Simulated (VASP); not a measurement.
# FeO (Wuestite) (R-3m) in VASP: further runs

Runs on FeO (Wuestite). Level: LDA. Tasks: single point.

Everything below comes from runs of VASP 6.6.1. Logs are shortened: lines on timing, memory, paths and dates and some standing lists are left out, and cuts for length are marked.

## (1) The cell of the first run

The structure is trigonal, space group R-3m (No. 166). The conventional cell has a = 2.997 Å, b = 2.997 Å, c = 7.457 Å, α = 90.00°, β = 90.00°, γ = 120.00°. Fe (site symmetry -3m) has 6 O at 2.13 Å within 2.8 Å. Within 2.8 Å of O (site symmetry -3m) lie 6 Fe at 2.13 Å.

## (2) Single point, LDA, collinear spin, ferromagnetic start

INCAR reads:

```
SYSTEM = FeO
PREC = Accurate
ENCUT = 600
EDIFF = 1E-6
ISMEAR = -1
SIGMA = 0.05
LREAL = .FALSE.
LASPH = .TRUE.
NELM = 200
ALGO = Normal
ISIF = 2
LWAVE = .FALSE.
LCHARG = .FALSE.
ISPIN = 2
MAGMOM = 3 0
LORBIT = 11
LMAXMIX = 4
NBANDS = 22
GGA_COMPAT = .FALSE.
```

KPOINTS reads:

```
regular mesh
0
G
  9 9 9
  0 0 0
```

POSCAR reads:

```
FeO
1.0
    1.4982937792      0.8650403168      2.4855247686
   -1.4982937792      0.8650403168      2.4855247686
    0.0000000000     -1.7300806335      2.4855247686
Fe O
1 1
Direct
    0.0000000000      0.0000000000      0.0000000000
    0.5000000000      0.5000000000      0.5000000000
```

Potentials or basis: VASP PAW LDA potentials, release 64 (Fe_sv, O).

Launch:

```sh
cat potpaw_LDA.64/Fe_sv/POTCAR potpaw_LDA.64/O/POTCAR > POTCAR
mpirun -np 1 vasp_std > vasp.out
```

OUTCAR:

```text
SYSTEM = FeO
   PREC = Accurate
   ENCUT = 600
   EDIFF = 1E-6
   ISMEAR = -1
   LREAL = .FALSE.
   LASPH = .TRUE.
   NELM = 200
   ISIF = 2
   ISPIN = 2
   LORBIT = 11

 ion  position               nearest neighbor table
   1  0.000  0.000  0.000-   2 2.13   2 2.13   2 2.13   2 2.13   2 2.13   2 2.13
   2  0.500  0.500  0.500-   1 2.13   1 2.13   1 2.13   1 2.13   1 2.13   1 2.13

  LATTYP: Found a trigonal (rhomboedric) cell.
 ALAT       =     3.0283679390
 COS(alpha) =     0.5104391626

  Lattice vectors:

 A1 = (   1.4982937792,   0.8650403168,   2.4855247686)
 A2 = (  -1.4982937792,   0.8650403168,   2.4855247686)
 A3 = (   0.0000000000,  -1.7300806335,   2.4855247686)

Analysis of symmetry for initial positions (statically):
=====================================================================
 Subroutine PRICEL returns:
 Original cell was already a primitive cell.

 Routine SETGRP: Setting up the symmetry group for a
 trigonal (rhombohedral) supercell.

 Subroutine GETGRP returns: Found 12 space group operations
 (whereof 12 operations were pure point group operations)
 out of a pool of 12 trial point group operations.

The static configuration has the point symmetry D_3d.

Analysis of symmetry for dynamics (positions and initial velocities):
=====================================================================
 Subroutine PRICEL returns:
 Original cell was already a primitive cell.

 Routine SETGRP: Setting up the symmetry group for a
 trigonal (rhombohedral) supercell.

 Subroutine GETGRP returns: Found 12 space group operations
 (whereof 12 operations were pure point group operations)
 out of a pool of 12 trial point group operations.

The dynamic configuration has the point symmetry D_3d.

Analysis of structural, dynamic, and magnetic symmetry:
=====================================================================
 Subroutine PRICEL returns:
 Original cell was already a primitive cell.

 Routine SETGRP: Setting up the symmetry group for a
 trigonal (rhombohedral) supercell.

 Subroutine GETGRP returns: Found 12 space group operations
 (whereof 12 operations were pure point group operations)
 out of a pool of 12 trial point group operations.

The overall configuration has the point symmetry D_3d.

 Subroutine INISYM returns: Found 12 space group operations
 (whereof 12 operations are pure point group operations),
 and found     1 'primitive' translations

----------------------------------------------------------------------------------------

                                     Primitive cell

  volume of cell :      19.3287

  direct lattice vectors                    reciprocal lattice vectors
     1.498293779  0.865040317  2.485524769     0.333712925  0.192669247  0.134109842
    -1.498293779  0.865040317  2.485524769    -0.333712925  0.192669247  0.134109842
     0.000000000 -1.730080634  2.485524769     0.000000000 -0.385338494  0.134109842

  length of vectors
     3.028367939  3.028367939  3.028367939     0.408008830  0.408008830  0.408008830

  position of ions in fractional coordinates (direct lattice)
     0.000000000  0.000000000  0.000000000
     0.500000000  0.500000000  0.500000000

  ion indices of the primitive-cell ions
   primitive index   ion index
                 1           1
                 2           2

----------------------------------------------------------------------------------------

 KPOINTS: regular mesh

Automatic generation of k-mesh.
 Grid dimensions read from file:
 generate k-points for:    9    9    9

 Generating k-lattice:

  Cartesian coordinates                     Fractional coordinates (reciprocal lattice)
     0.037079214  0.021407694  0.014901094     0.111111111 -0.000000000 -0.000000000
    -0.037079214  0.021407694  0.014901094    -0.000000000  0.111111111 -0.000000000
     0.000000000 -0.042815388  0.014901094     0.000000000  0.000000000  0.111111111

  Length of vectors
     0.045334314  0.045334314  0.045334314

  Shift w.r.t. Gamma in fractional coordinates (k-lattice)
     0.000000000  0.000000000  0.000000000

 Subroutine IBZKPT returns following result:
 ===========================================

 Found     85 irreducible k-points:

 Following reciprocal coordinates:
            Coordinates               Weight
  0.000000  0.000000  0.000000      1.000000
  0.111111 -0.000000 -0.000000      6.000000
  0.222222  0.000000 -0.000000      6.000000
  0.333333 -0.000000 -0.000000      6.000000
  0.444444  0.000000 -0.000000      6.000000
  0.111111  0.111111 -0.000000      6.000000
[... 16 lines left out ...]
 -0.333333  0.333333  0.000000      6.000000
  0.444444  0.444444 -0.000000      6.000000
 [... further k-points ...]
   k-points           NKPTS =     85   k-points in BZ     NKDIM =     85   number of bands    NBANDS=     22
   number of dos      NEDOS =    301   number of ions     NIONS =      2
   total plane-waves  NPLWV =  13824
   dimension x,y,z NGX =    24 NGY =   24 NGZ =   24
   dimension x,y,z NGXF=    48 NGYF=   48 NGZF=   48
   ions per type =               1   1
   NGX,Y,Z   is equivalent  to a cutoff of  13.18, 13.18, 13.18 a.u.
   NGXF,Y,Z  is equivalent  to a cutoff of  26.35, 26.35, 26.35 a.u.
 SYSTEM =  FeO
   PREC   = accura    normal or accurate (medium, high low for compatibility)
   ISTART =      0    job   : 0-new  1-cont  2-samecut
   ICHARG =      2    charge: 1-file 2-atom 10-const
   ISPIN  =      2    spin polarized calculation?
   LNONCOLLINEAR =      F non collinear calculations
   LSORBIT =      F    spin-orbit coupling
   LASPH  =      T    aspherical Exc in radial PAW
   ENCUT  =  600.0 eV  44.10 Ry    6.64 a.u.   6.05  6.05  6.05*2*pi/ulx,y,z
   NELM   =    200;   NELMIN=  2; NELMDL= -5     # of ELM steps
   EDIFF  = 0.1E-05   stopping-criterion for ELM
   LREAL  =      F    real-space projection
   EDIFFG = 0.1E-04   stopping-criterion for IOM
   NSW    =      0    number of steps for IOM
   IBRION =     -1    ionic relax: 0-MD 1-quasi-New 2-CG
   NFREE  =      0    steps in history (QN), initial steepest desc. (CG)
   ISIF   =      2    stress and relaxation
   ISYM   =      2    0-nonsym 1-usesym 2-fastsym
   POTIM  = 0.5000    time-step for ionic-motion
   TEBEG  =    0.0;   TEEND  =   0.0 temperature during run
   PSTRESS=    0.0 pullay stress
   NELECT =      22.0000    total number of electrons
   NUPDOWN=      -1.0000    fix difference up-down
   EMIN   =  10.00;   EMAX   =-10.00  energy-range for DOS
   EFERMI =   0.00;   METHOD = LEGACY
   ISMEAR =    -1;   SIGMA  =   0.05  broadening in eV -4-tet -1-fermi 0-gaus
   EFERMI_NEDOS =   21; number of points for ismear=-14 and -15
   IALGO  =     38    algorithm
   IMIX   =      4    mixing-type and parameters
     AMIX     =   0.40;   BMIX     =  1.00
     AMIX_MAG =   1.60;   BMIX_MAG =  1.00
  volume/ion in A,a.u.               =       9.66        65.22
  Fermi-wavevector in a.u.,A,eV,Ry     =   1.709286  3.230083 39.751597  2.921660
  Thomas-Fermi vector in A             =   2.787798
   LORBIT       =     11    0 simple, 1 ext, 2 COOP (PROOUT), +10 PAW based schemes
   GGA     = CA    functional components
   LHFCALC =     F    Hartree Fock is set to
   AEXX    =    0.0000 exact exchange contribution
   IVDW    =     0    specifies the selected vdW correction
   LEPSILON=     F    determine dielectric tensor
   LRPA    =     F    only Hartree local field effects (RPA)
 spin polarized calculation
  energy-cutoff  :      600.00
  volume of cell :       19.33
 maximum number of plane-waves:       658
   NGX = 13   NGY = 13   NGZ = 13

 number of electron      22.0000010 magnetization       3.9287346

 Free energy of the ion-electron system (eV)
  ---------------------------------------------------
  ext. energy  EPLUGINS =         0.00000000
  ---------------------------------------------------
  free energy    TOTEN  =       -16.54057620 eV

  energy without entropy =      -16.52757683  energy(sigma->0) =      -16.53407651

 E-fermi :   9.7868     XC(G=0): -13.2450

 val. band max:        9.7728601097   @ k =   0.4444   0.0000  -0.0000
 cond. band min:       9.8034998931   @ k =   0.4444   0.0000  -0.0000
 fundamental gap:      0.0306397834
 Fermi energy:         9.7867912072

 spin component 1

 k-point     1 :       0.0000    0.0000    0.0000
  band No.  band energies     occupation
      1     -78.7816      1.00000
      2     -45.3332      1.00000
      3     -45.3164      1.00000
      4     -45.3164      1.00000
      5     -10.9251      1.00000
      6       5.7928      1.00000
[... 14 lines left out ...]
     21      31.1167      0.00000
     22      33.8854      0.00000

 k-point     2 :       0.1111   -0.0000   -0.0000
  band No.  band energies     occupation
      1     -78.7807      1.00000
      2     -45.3352      1.00000
      3     -45.3235      1.00000
      4     -45.3174      1.00000
      5     -10.7896      1.00000
      6       4.7672      1.00000
[... 542 lines left out ...]
 k-point    24 :       0.4444    0.4444   -0.0000
  band No.  band energies     occupation
      1     -78.7725      1.00000
      2     -45.3821      1.00000
      3     -45.3511      1.00000
      4     -45.3400      1.00000
      5      -9.6819      1.00000
      6       2.0995      1.00000
[... 14 lines left out ...]
     21      39.9224      0.00000
     22      39.9442      0.00000

 [... further k-points ...]

 spin component 2

 k-point     1 :       0.0000    0.0000    0.0000
  band No.  band energies     occupation
      1     -75.0036      1.00000
      2     -41.6612      1.00000
      3     -41.6568      1.00000
      4     -41.6568      1.00000
      5     -10.3665      1.00000
      6       6.3821      1.00000
[... 14 lines left out ...]
     21      32.3942      0.00000
     22      35.0699      0.00000

 k-point     2 :       0.1111   -0.0000   -0.0000
  band No.  band energies     occupation
      1     -75.0026      1.00000
      2     -41.6675      1.00000
      3     -41.6616      1.00000
      4     -41.6580      1.00000
      5     -10.2291      1.00000
      6       5.5666      1.00000
[... 542 lines left out ...]
 k-point    24 :       0.4444    0.4444   -0.0000
  band No.  band energies     occupation
      1     -74.9929      1.00000
      2     -41.7303      1.00000
      3     -41.6891      1.00000
      4     -41.6854      1.00000
      5      -9.0812      1.00000
      6       2.6957      1.00000
[... 14 lines left out ...]
     21      40.3037      0.00000
     22      40.3092      0.00000

 [... further k-points ...]
[... 5 lines left out ...]
  --------------------------------------------------------------------------------------
  -------------------------------------------------------------------------------------
  Total       -1.5017945     -1.5017945     -1.6402692      0.0000000     -0.0000000      0.0000000
  in kB     -124.4853970   -124.4853970   -135.9637215      0.0000000     -0.0000000      0.0000000
  external PRESSURE =    -128.3115051 kB  Pullay stress =       0.0000000 kB

 VOLUME and BASIS-vectors are now :
 -----------------------------------------------------------------------------
  energy-cutoff  :      600.00
  volume of cell :       19.33
      direct lattice vectors                 reciprocal lattice vectors
     1.498293779  0.865040317  2.485524769     0.333712925  0.192669247  0.134109842
    -1.498293779  0.865040317  2.485524769    -0.333712925  0.192669247  0.134109842
     0.000000000 -1.730080634  2.485524769     0.000000000 -0.385338494  0.134109842

 POSITION                                       TOTAL-FORCE (eV/Angst)
 -----------------------------------------------------------------------------------
      0.00000      0.00000      0.00000         0.000000      0.000000     -0.000000
      0.00000      0.00000      3.72829        -0.000000     -0.000000      0.000000
 -----------------------------------------------------------------------------------
    total drift:                               -0.000000     -0.000000     -0.000000

  FREE ENERGIE OF THE ION-ELECTRON SYSTEM (eV)
  ---------------------------------------------------
  free  energy   TOTEN  =       -16.5405762006 eV

  energy  without entropy=      -16.5275768265  energy(sigma->0) =      -16.53407651

 total charge

# of ion       s       p       d       tot
------------------------------------------
    1        2.107   5.998   5.531  13.637
    2        1.541   3.427   0.000   4.968
--------------------------------------------------
tot          3.649   9.426   5.531  18.605

 magnetization (x)

# of ion       s       p       d       tot
------------------------------------------
    1        0.014   0.010   3.358   3.382
    2        0.031   0.272   0.000   0.304
--------------------------------------------------
tot          0.045   0.282   3.358   3.685
```

It took 49 s on 1 thread of AMD EPYC 9R45 (Zen 5), shared host; peak memory 0.15 GiB.

Results:

- Free energy: -16.5406 eV
- Pressure: -12.8 GPa
- Net moment: 3.93 μB per cell
- Site moments: Fe +3.38; O +0.30 μB
- Valence electrons inside the program's atomic spheres: Fe 13.64; O 4.97

Stress tensor (GPa, compression positive):
```
-12.45   0.00   0.00
  0.00 -12.45   0.00
  0.00   0.00 -13.60
```

Caveat: a cell with one magnetic atom can't hold antiferromagnetic order, which such compounds often take; semilocal functionals often make such compounds metallic where correlation or magnetic order opens a gap, which also shifts bond lengths.

## (3) Single point, LDA, collinear spin, ferromagnetic start

This run uses another cell than the first one, of 10.67 Å³/atom, 1.104 times its volume.

INCAR reads:

```
SYSTEM = FeO
ALGO = Normal ; EDIFF = 1E-6
ENCUT = 600 ; GGA_COMPAT = .False.
ISIF = 2 ; ISMEAR = -1
ISPIN = 2 ; LASPH = .True.
LCHARG = .False. ; LMAXMIX = 4
LORBIT = 11 ; LREAL = .False.
LWAVE = .False. ; MAGMOM = 3 0
NBANDS = 22 ; NELM = 200
PREC = Accurate ; SIGMA = 0.05
```

KPOINTS reads:

```
k-points
0
Gamma
  9 9 9
  0 0 0
```

POSCAR reads:

```
FeO
1.0
    1.5486092669      0.8940899771      2.5689933065
   -1.5486092669      0.8940899771      2.5689933065
    0.0000000000     -1.7881799543      2.5689933065
Fe O
1 1
Direct
    0.0000000000      0.0000000000      0.0000000000
    0.5000000000      0.5000000000      0.5000000000
```

Potentials or basis: VASP PAW LDA potentials, release 64 (Fe_sv, O).

Launch:

```sh
cat potpaw_LDA.64/Fe_sv/POTCAR potpaw_LDA.64/O/POTCAR > POTCAR
mpirun -np 1 vasp_std > vasp.out
```

OUTCAR:

```text
SYSTEM = FeO
   EDIFF = 1E-6
   ENCUT = 600
   ISIF = 2
   ISMEAR = -1
   ISPIN = 2
   LASPH = .True.
   LORBIT = 11
   LREAL = .False.
   NELM = 200
   PREC = Accurate

 ion  position               nearest neighbor table
   1  0.000  0.000  0.000-   2 2.20   2 2.20   2 2.20   2 2.20   2 2.20   2 2.20
   2  0.500  0.500  0.500-   1 2.20   1 2.20   1 2.20   1 2.20   1 2.20   1 2.20

  LATTYP: Found a trigonal (rhomboedric) cell.
 ALAT       =     3.1300661586
 COS(alpha) =     0.5104391626

  Lattice vectors:

 A1 = (   1.5486092669,   0.8940899771,   2.5689933065)
 A2 = (  -1.5486092669,   0.8940899771,   2.5689933065)
 A3 = (   0.0000000000,  -1.7881799543,   2.5689933065)

Analysis of symmetry for initial positions (statically):
=====================================================================
 Subroutine PRICEL returns:
 Original cell was already a primitive cell.

 Routine SETGRP: Setting up the symmetry group for a
 trigonal (rhombohedral) supercell.

 Subroutine GETGRP returns: Found 12 space group operations
 (whereof 12 operations were pure point group operations)
[... 790 lines left out ...]

 k-point     1 :       0.0000    0.0000    0.0000
  band No.  band energies     occupation
      1     -76.4210      1.00000
      2     -43.0771      1.00000
      3     -43.0750      1.00000
      4     -43.0750      1.00000
      5     -10.9654      1.00000
      6       5.3325      1.00000
[... 589 lines left out ...]
     21      37.5886      0.00000
     22      37.5909      0.00000

 [... further k-points ...]
[... 5 lines left out ...]
  --------------------------------------------------------------------------------------
  -------------------------------------------------------------------------------------
  Total       -3.4061713     -3.4061713     -3.5828013      0.0000000      0.0000000      0.0000000
  in kB     -255.7053202   -255.7053202   -268.9651404      0.0000000      0.0000000      0.0000000
  external PRESSURE =    -260.1252603 kB  Pullay stress =       0.0000000 kB

 VOLUME and BASIS-vectors are now :
 -----------------------------------------------------------------------------
  energy-cutoff  :      600.00
  volume of cell :       21.34
      direct lattice vectors                 reciprocal lattice vectors
     1.548609267  0.894089977  2.568993306     0.322870340  0.186409278  0.129752511
    -1.548609267  0.894089977  2.568993306    -0.322870340  0.186409278  0.129752511
     0.000000000 -1.788179954  2.568993306     0.000000000 -0.372818555  0.129752511

 POSITION                                       TOTAL-FORCE (eV/Angst)
 -----------------------------------------------------------------------------------
      0.00000      0.00000      0.00000        -0.000000      0.000000     -0.000000
      0.00000     -0.00000      3.85349         0.000000     -0.000000      0.000000
 -----------------------------------------------------------------------------------
    total drift:                                0.000000      0.000000      0.000000

  FREE ENERGIE OF THE ION-ELECTRON SYSTEM (eV)
  ---------------------------------------------------
  free  energy   TOTEN  =       -16.3177150804 eV

  energy  without entropy=      -16.3056520046  energy(sigma->0) =      -16.31168354

 total charge

# of ion       s       p       d       tot
------------------------------------------
    1        2.100   5.988   5.505  13.592
    2        1.541   3.379   0.000   4.920
--------------------------------------------------
tot          3.641   9.366   5.505  18.512

 magnetization (x)

# of ion       s       p       d       tot
------------------------------------------
    1        0.014   0.009   3.414   3.437
    2        0.028   0.274   0.000   0.302
--------------------------------------------------
tot          0.042   0.283   3.414   3.739
```

stdout:

```text
POSCAR found type information on POSCAR FeO
 POSCAR found :  2 types and       2 ions
 scaLAPACK will be used
 LDA part: xc-table for (Slater(with rela. corr.)+CA(PZ))
 , standard interpolation
 POSCAR, INCAR and KPOINTS ok, starting setup
 FFT: planning ... GRIDC
 FFT: planning ... GRID_SOFT
 FFT: planning ... GRID
 WAVECAR not read
 entering main loop
```

Run time: 57 s. Hardware: 1 thread of Intel Xeon 6975P-C (Granite Rapids), shared host; peak memory 0.2 GiB.

Results:

| Property | Result |
| --- | --- |
| Free energy | -16.3177 eV |
| Pressure | -26.0 GPa |
| Band gap on the k mesh | zero (filled and empty bands overlap) |
| Net moment | 4.00 μB per cell |
| Site moments | Fe +3.44; O +0.30 μB |
| Valence electrons inside the program's atomic spheres | Fe 13.59; O 4.92 |

Caveat: a cell with one magnetic atom can't hold antiferromagnetic order, which such compounds often take; semilocal functionals often make such compounds metallic where correlation or magnetic order opens a gap, which also shifts bond lengths. With open d or f shells a metallic result of LDA can be an artefact of self-interaction; +U or a hybrid may open a gap.
